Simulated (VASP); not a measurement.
# C (I4_1/amd) in VASP: further runs

C is run at these levels: PBE; tasks: single point, relaxation of the atoms.

Everything below comes from runs of VASP 6.6.1. Logs are shortened: lines on timing, memory, paths and dates and some standing lists are left out, and cuts for length are marked.

**1. The cell of the first run**

Symmetry: I4_1/amd, No. 141, tetragonal system. Conventional cell: a = 2.522 Å, b = 2.522 Å, c = 3.495 Å, α = 90.00°, β = 90.00°, γ = 90.00°. Within 2.0 Å of C (site symmetry -4m2) lie 4 C at 1.53 Å.

**2. Single point, PBE**

Contents of INCAR:

```
SYSTEM = C
PREC = Accurate ; ENCUT = 520
EDIFF = 1E-7 ; ISMEAR = -1
SIGMA = 0.05 ; LREAL = .FALSE.
LASPH = .TRUE. ; NELM = 80
ALGO = Normal ; ISIF = 2
LWAVE = .FALSE. ; LCHARG = .FALSE.
GGA = PE ; NBANDS = 11
```

Contents of KPOINTS:

```
Automatic mesh
0
G
  13 13 13
  0 0 0
```

Contents of POSCAR:

```
C
1.0
    0.0000000000      1.7833700000      1.7833700000
    1.7477026000      0.0000000000      1.7833700000
    1.7477026000      1.7833700000      0.0000000000
C
2
Direct
    0.7500000000      0.7500000000      0.7500000000
    0.5000000000      0.5000000000      0.5000000000
```

Potentials or basis: VASP PAW PBE potentials, release 64 (C).

The run is started by

```
$ cat potpaw_PBE.64/C/POTCAR > POTCAR
$ mpirun -np 1 vasp_std > vasp.out
```

OUTCAR:

```text
SYSTEM = C
   PREC = Accurate
   ENCUT = 520
   EDIFF = 1E-7
   ISMEAR = -1
   LREAL = .FALSE.
   LASPH = .TRUE.
   NELM = 80
   ISIF = 2
   GGA = PE

 ion  position               nearest neighbor table
   1  0.750  0.750  0.750-   2 1.53   2 1.53   2 1.53   2 1.53
   2  0.500  0.500  0.500-   1 1.53   1 1.53   1 1.53   1 1.53

  LATTYP: Found a body centered tetragonal cell.
 ALAT       =     2.5220660407
 C/A-ratio  =     1.3859292911

  Lattice vectors:

 A1 = (  -1.7477026000,   0.0000000000,  -1.7833700000)
 A2 = (  -1.7477026000,   0.0000000000,   1.7833700000)
 A3 = (   1.7477026000,   1.7833700000,   0.0000000000)

Analysis of symmetry for initial positions (statically):
=====================================================================
 Subroutine PRICEL returns:
 Original cell was already a primitive cell.

 Routine SETGRP: Setting up the symmetry group for a
 body centered tetragonal supercell.

 Subroutine GETGRP returns: Found 16 space group operations
 (whereof  8 operations were pure point group operations)
 out of a pool of 16 trial point group operations.

The static configuration has the point symmetry D_2d.
 The point group associated with its full space group is D_4h.

Analysis of symmetry for dynamics (positions and initial velocities):
=====================================================================
 Subroutine PRICEL returns:
 Original cell was already a primitive cell.

 Routine SETGRP: Setting up the symmetry group for a
 body centered tetragonal supercell.

 Subroutine GETGRP returns: Found 16 space group operations
 (whereof  8 operations were pure point group operations)
 out of a pool of 16 trial point group operations.

The dynamic configuration has the point symmetry D_2d.
 The point group associated with its full space group is D_4h.

 Subroutine INISYM returns: Found 16 space group operations
 (whereof  8 operations are pure point group operations),
 and found     1 'primitive' translations

----------------------------------------------------------------------------------------

                                     Primitive cell

  volume of cell :      11.1168

  direct lattice vectors                    reciprocal lattice vectors
     0.000000000  1.783370000  1.783370000    -0.286089864  0.280368067  0.280368067
     1.747702600  0.000000000  1.783370000     0.286089864 -0.280368067  0.280368067
     1.747702600  1.783370000  0.000000000     0.286089864  0.280368067 -0.280368067

  length of vectors
     2.522066041  2.496972754  2.496972754     0.488937539  0.488937539  0.488937539

  position of ions in fractional coordinates (direct lattice)
     0.750000000  0.750000000  0.750000000
     0.500000000  0.500000000  0.500000000

  ion indices of the primitive-cell ions
   primitive index   ion index
                 1           1
                 2           2

----------------------------------------------------------------------------------------

 KPOINTS: Automatic mesh

Automatic generation of k-mesh.
 Grid dimensions read from file:
 generate k-points for:   13   13   13

 Generating k-lattice:

  Cartesian coordinates                     Fractional coordinates (reciprocal lattice)
    -0.022006913  0.021566774  0.021566774     0.076923077 -0.000000000 -0.000000000
     0.022006913 -0.021566774  0.021566774     0.000000000  0.076923077  0.000000000
     0.022006913  0.021566774 -0.021566774     0.000000000  0.000000000  0.076923077

  Length of vectors
     0.037610580  0.037610580  0.037610580

  Shift w.r.t. Gamma in fractional coordinates (k-lattice)
     0.000000000  0.000000000  0.000000000

 Subroutine IBZKPT returns following result:
 ===========================================

 Found    196 irreducible k-points:

 Following reciprocal coordinates:
            Coordinates               Weight
  0.000000  0.000000  0.000000      1.000000
  0.076923  0.000000  0.000000      8.000000
  0.153846 -0.000000 -0.000000      8.000000
  0.230769  0.000000  0.000000      8.000000
  0.307692 -0.000000 -0.000000      8.000000
  0.384615 -0.000000 -0.000000      8.000000
[... 16 lines left out ...]
  0.384615  0.153846  0.000000     16.000000
  0.461538  0.153846 -0.000000     16.000000
 [... further k-points ...]
   k-points           NKPTS =    196   k-points in BZ     NKDIM =    196   number of bands    NBANDS=     11
   number of dos      NEDOS =    301   number of ions     NIONS =      2
   total plane-waves  NPLWV =   8000
   dimension x,y,z NGX =    20 NGY =   20 NGZ =   20
   dimension x,y,z NGXF=    40 NGYF=   40 NGZF=   40
   ions per type =               2
   NGX,Y,Z   is equivalent  to a cutoff of  13.18, 13.32, 13.32 a.u.
   NGXF,Y,Z  is equivalent  to a cutoff of  26.37, 26.63, 26.63 a.u.
 SYSTEM =  C
   PREC   = accura    normal or accurate (medium, high low for compatibility)
   ISTART =      0    job   : 0-new  1-cont  2-samecut
   ICHARG =      2    charge: 1-file 2-atom 10-const
   ISPIN  =      1    spin polarized calculation?
   LNONCOLLINEAR =      F non collinear calculations
   LSORBIT =      F    spin-orbit coupling
   LASPH  =      T    aspherical Exc in radial PAW
   ENCUT  =  520.0 eV  38.22 Ry    6.18 a.u.   4.69  4.64  4.64*2*pi/ulx,y,z
   NELM   =     80;   NELMIN=  2; NELMDL= -5     # of ELM steps
   EDIFF  = 0.1E-06   stopping-criterion for ELM
   LREAL  =      F    real-space projection
   EDIFFG = 0.1E-05   stopping-criterion for IOM
   NSW    =      0    number of steps for IOM
   IBRION =     -1    ionic relax: 0-MD 1-quasi-New 2-CG
   NFREE  =      0    steps in history (QN), initial steepest desc. (CG)
   ISIF   =      2    stress and relaxation
   ISYM   =      2    0-nonsym 1-usesym 2-fastsym
   POTIM  = 0.5000    time-step for ionic-motion
   TEBEG  =    0.0;   TEEND  =   0.0 temperature during run
   PSTRESS=    0.0 pullay stress
   NELECT =       8.0000    total number of electrons
   NUPDOWN=      -1.0000    fix difference up-down
   EMIN   =  10.00;   EMAX   =-10.00  energy-range for DOS
   EFERMI =   0.00;   METHOD = LEGACY
   ISMEAR =    -1;   SIGMA  =   0.05  broadening in eV -4-tet -1-fermi 0-gaus
   EFERMI_NEDOS =   21; number of points for ismear=-14 and -15
   IALGO  =     38    algorithm
   IMIX   =      4    mixing-type and parameters
     AMIX     =   0.40;   BMIX     =  1.00
     AMIX_MAG =   1.60;   BMIX_MAG =  1.00
  volume/ion in A,a.u.               =       5.56        37.51
  Fermi-wavevector in a.u.,A,eV,Ry     =   1.467049  2.772321 29.282913  2.152233
  Thomas-Fermi vector in A             =   2.582714
   LORBIT       =      0    0 simple, 1 ext, 2 COOP (PROOUT), +10 PAW based schemes
   GGA     = PE    functional components
   LHFCALC =     F    Hartree Fock is set to
   AEXX    =    0.0000 exact exchange contribution
   IVDW    =     0    specifies the selected vdW correction
   LEPSILON=     F    determine dielectric tensor
   LRPA    =     F    only Hartree local field effects (RPA)
 non-spin polarized calculation
  energy-cutoff  :      520.00
  volume of cell :       11.12
 maximum number of plane-waves:       314
   NGX =  9   NGY =  9   NGZ =  9

 number of electron       7.9999999 magnetization

 Free energy of the ion-electron system (eV)
  ---------------------------------------------------
  ext. energy  EPLUGINS =         0.00000000
  ---------------------------------------------------
  free energy    TOTEN  =       -18.16612589 eV

  energy without entropy =      -18.16612589  energy(sigma->0) =      -18.16612589

 E-fermi :  11.2107     XC(G=0): -13.3532

 val. band max:       10.2265246611   @ k =   0.0000   0.0000   0.0000
 cond. band min:      13.8843069649   @ k =   0.0000   0.3846   0.3846
 fundamental gap:      3.6577823038
 Fermi energy:        11.2107358917

 k-point     1 :       0.0000    0.0000    0.0000
  band No.  band energies     occupation
      1     -11.7256      2.00000
      2       9.9245      2.00000
      3       9.9245      2.00000
      4      10.2265      2.00000
      5      15.5065      0.00000
      6      15.7591      0.00000
      7      15.7591      0.00000
      8      23.8170      0.00000
      9      29.5839      0.00000
     10      36.2507      0.00000
     11      37.2481      0.00000

 k-point     2 :       0.0769    0.0000    0.0000
  band No.  band energies     occupation
      1     -11.5594      2.00000
      2       8.9265      2.00000
      3       9.6351      2.00000
      4       9.8618      2.00000
      5      15.9170      0.00000
      6      16.1270      0.00000
      7      16.3747      0.00000
      8      23.9453      0.00000
      9      29.8619      0.00000
     10      34.3898      0.00000
     11      35.0687      0.00000

 k-point     3 :       0.1538   -0.0000   -0.0000
  band No.  band energies     occupation
      1     -11.0623      2.00000
      2       6.6393      2.00000
      3       8.9802      2.00000
      4       9.2205      2.00000
      5      16.7664      0.00000
      6      16.9521      0.00000
      7      17.4528      0.00000
      8      24.3151      0.00000
      9      30.4756      0.00000
     10      32.8759      0.00000
     11      33.4150      0.00000

 k-point     4 :       0.2308    0.0000    0.0000
  band No.  band energies     occupation
      1     -10.2402      2.00000
      2       4.0057      2.00000
      3       8.2676      2.00000
      4       8.5435      2.00000
      5      17.6030      0.00000
      6      17.7634      0.00000
      7      18.3122      0.00000
      8      24.8511      0.00000
      9      30.9245      0.00000
     10      32.3744      0.00000
     11      32.7522      0.00000

 k-point     5 :       0.3077   -0.0000   -0.0000
  band No.  band energies     occupation
      1      -9.1061      2.00000
      2       1.3688      2.00000
      3       7.6630      2.00000
      4       7.9766      2.00000
      5      18.1430      0.00000
      6      18.2659      0.00000
      7      18.8814      0.00000
      8      25.3896      0.00000
      9      31.1407      0.00000
     10      32.9881      0.00000
     11      33.1656      0.00000
[... 211 lines left out ...]
 k-point    21 :       0.2308    0.1538   -0.0000
  band No.  band energies     occupation
      1     -10.2566      2.00000
      2       5.7755      2.00000
      3       6.9918      2.00000
      4       7.6205      2.00000
      5      15.4281      0.00000
      6      19.5764      0.00000
      7      20.0903      0.00000
      8      22.6039      0.00000
      9      29.9838      0.00000
     10      31.5045      0.00000
     11      37.2679      0.00000

 k-point    22 :       0.3077    0.1538   -0.0000
  band No.  band energies     occupation
      1      -9.3399      2.00000
      2       3.3794      2.00000
      3       6.4491      2.00000
      4       6.9417      2.00000
      5      16.1908      0.00000
      6      20.2806      0.00000
      7      20.8579      0.00000
      8      22.3555      0.00000
      9      30.7631      0.00000
     10      31.8036      0.00000
     11      36.8799      0.00000

 k-point    23 :       0.3846    0.1538    0.0000
  band No.  band energies     occupation
      1      -8.1225      2.00000
      2       0.9353      2.00000
      3       6.0541      2.00000
      4       6.2477      2.00000
      5      16.8740      0.00000
      6      20.5993      0.00000
      7      21.2134      0.00000
      8      22.9561      0.00000
      9      31.4455      0.00000
     10      32.1559      0.00000
     11      37.2499      0.00000

 k-point    24 :       0.4615    0.1538   -0.0000
  band No.  band energies     occupation
      1      -6.6625      2.00000
      2      -1.3456      2.00000
      3       5.4018      2.00000
      4       6.1530      2.00000
      5      17.3013      0.00000
      6      20.5786      0.00000
      7      21.2870      0.00000
      8      24.2572      0.00000
      9      30.8287      0.00000
     10      33.5650      0.00000
     11      37.3968      0.00000

 [... further k-points ...]
[... 5 lines left out ...]
  --------------------------------------------------------------------------------------
  -------------------------------------------------------------------------------------
  Total        1.6854770      0.3813743      0.3813743      0.0000000      0.0000000     -0.0000000
  in kB      242.9142325     54.9644089     54.9644089      0.0000000      0.0000000     -0.0000000
  external PRESSURE =     117.6143501 kB  Pullay stress =       0.0000000 kB

 VOLUME and BASIS-vectors are now :
 -----------------------------------------------------------------------------
  energy-cutoff  :      520.00
  volume of cell :       11.12
      direct lattice vectors                 reciprocal lattice vectors
     0.000000000  1.783370000  1.783370000    -0.286089864  0.280368067  0.280368067
     1.747702600  0.000000000  1.783370000     0.286089864 -0.280368067  0.280368067
     1.747702600  1.783370000  0.000000000     0.286089864  0.280368067 -0.280368067

 POSITION                                       TOTAL-FORCE (eV/Angst)
 -----------------------------------------------------------------------------------
      2.62155      2.67505      2.67505         0.000000      0.000000      0.000000
      1.74770      1.78337      1.78337        -0.000000      0.000000      0.000000
 -----------------------------------------------------------------------------------
    total drift:                                0.000000     -0.000000      0.000000

  FREE ENERGIE OF THE ION-ELECTRON SYSTEM (eV)
  ---------------------------------------------------
  free  energy   TOTEN  =       -18.1661258920 eV

  energy  without entropy=      -18.1661258920  energy(sigma->0) =      -18.16612589
```

It took 33 s on 1 thread of Intel Xeon 8259CL, shared host; peak memory 0.13 GiB.

What came out:

| Quantity | Value |
| --- | --- |
| Free energy | -18.1661 eV |
| Pressure | 11.8 GPa |
| Band gap on the k mesh | 3.66 eV, indirect (least direct gap 5.28 eV) |

Levels at points of the mesh, in eV from the valence-band top:
| k point | band 2 | band 3 | band 4 | band 5 | band 6 | band 7 |
| --- | --- | --- | --- | --- | --- | --- |
| (0.00, 0.00, 0.00) | -0.30 | -0.30 | 0.00 | 5.28 | 5.53 | 5.53 |

A k mesh can miss the band edges.

**3. Relaxation of the atoms, PBE**

Contents of INCAR:

```
SYSTEM = C
PREC = Accurate ; ENCUT = 520
EDIFF = 1E-7 ; ISMEAR = -1
SIGMA = 0.05 ; LREAL = .False.
LASPH = .True. ; NELM = 80
ALGO = Normal ; ISIF = 2
LWAVE = .False. ; LCHARG = .False.
GGA = PE ; IBRION = 2
NSW = 80 ; EDIFFG = -0.02
```

Contents of KPOINTS:

```
Automatic mesh
0
Gamma
  13 13 13
  0 0 0
```

POSCAR is that of step 2.

Potentials or basis: VASP PAW PBE potentials, release 64 (C).

The run is started by

```
$ cat potpaw_PBE.64/C/POTCAR > POTCAR
$ mpirun -np 1 vasp_std > vasp.out
```

It took 26 s on 1 thread of Intel Xeon 8259CL, shared host; peak memory 0.12 GiB.

The run converged. Its results:

```
Free energy             : -18.1661 eV
Pressure after relaxing : 11.8 GPa
Band gap on the k mesh  : 3.66 eV, indirect (least direct gap 5.28 eV)
```

Stress tensor (GPa, compression positive):
```
24.29  0.00  0.00
 0.00  5.50  0.00
 0.00  0.00  5.50
```

Final structure:
```yaml
crystal:
  lattice:
    - [0.00000, 1.78337, 1.78337]
    - [1.74770, 0.00000, 1.78337]
    - [1.74770, 1.78337, 0.00000]
  atoms:
    - { symbol: C, position: [0.75000, 0.75000, 0.75000] }
    - { symbol: C, position: [0.50000, 0.50000, 0.50000] }
```

Levels at points of the mesh, in eV from the valence-band top:
| k point | band 1 | band 2 | band 3 | band 4 | band 5 | band 6 | band 7 | band 8 |
| --- | --- | --- | --- | --- | --- | --- | --- | --- |
| (0.00, 0.00, 0.00) | -21.95 | -0.30 | -0.30 | 0.00 | 5.28 | 5.53 | 5.53 | 13.59 |

Caveat: the relaxation stopped at its first step, so nothing moved. A k mesh can miss the band edges.
